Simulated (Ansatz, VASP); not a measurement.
**NbN: VASP beside Ansatz**

INCAR

```
SYSTEM = NbN
  PREC = Accurate
  ENCUT = 600
  EDIFF = 1E-6
  ISMEAR = -1
  SIGMA = 0.1
  LREAL = .False.
  LASPH = .True.
  NELM = 200
  ALGO = Normal
  ISIF = 2
  LWAVE = .False.
  LCHARG = .False.
  LMAXMIX = 4
  LDAU = .True.
  LDAUTYPE = 2
  LDAUL = 2 -1
  LDAUU = 3 0
  LDAUJ = 0 0
  LDAUPRINT = 1
  GGA = PE
  ISYM = 0
  NBANDS = 16
  GGA_COMPAT = .False.
```

File KPOINTS:

```
regular mesh
0
Gamma
  9 9 9
  0 0 0
```

Contents of POSCAR:

```
NbN
1.0
    0.0000000000      2.2003970000      2.2003970000
    2.2003970000      0.0000000000      2.2003970000
    2.2003970000      2.2003970000      0.0000000000
Nb N
1 1
Direct
    0.5000000000      0.5000000000      0.5000000000
    0.0000000000      0.0000000000      0.0000000000
```

Input for Ansatz:

```yaml
crystal:
  lattice:
    - [0.0, 2.200397, 2.200397]
    - [2.200397, 0.0, 2.200397]
    - [2.200397, 2.200397, 0.0]
  atoms:
    - { symbol: Nb, position: [0.5, 0.5, 0.5] }
    - { symbol: "N", position: [0.0, 0.0, 0.0] }
  symmetry: { detect: false }
kpoints:
  mp_grid: { grid: [9, 9, 9], shift: [0, 0, 0] }
magnetization:
  spin_polarized: false
scf:
  occupations: { method: fermi_dirac }
hamiltonian:
  pseudopotentials: { kind: paw }
  xc: pbe
  hubbard: { sites: [{ species: Nb, l: d, u_eff: 3.0 }], double_counting: fll }
basis:
  ecutwfc: 420
output:
  forces: true
  stress: true
  eigenvalues: true
```

Alike in both runs: task single point; functional PBE; k mesh 9 × 9 × 9; no spin polarisation; Hubbard terms Nb d U = 3.0 eV.

```csv
,VASP,Ansatz
version,VASP 6.6.1,Ansatz 0.2.0
potentials or method,"VASP PAW PBE potentials, release 64 (Nb_sv, N), cutoff 600 eV",PAW plane waves
occupations,"fermi-dirac, width 0.1 eV",fermi-dirac
valence electrons in the cell,18,18
```

VASP gave:

| Property | Result |
| --- | --- |
| gap on the k mesh at the Fermi level (eV) | none |
| pressure (GPa) | 11.0 |

Task: Which values does Ansatz return?

Result: gap on the k mesh at the Fermi level (eV): none; pressure (GPa): 6.6.

The programs project onto different local orbitals, so the same U acts differently, and such runs can settle in different states. A gap of «none» marks a metal or a gap that the smearing closes. Ansatz's warnings: filled band counts differ across k points.
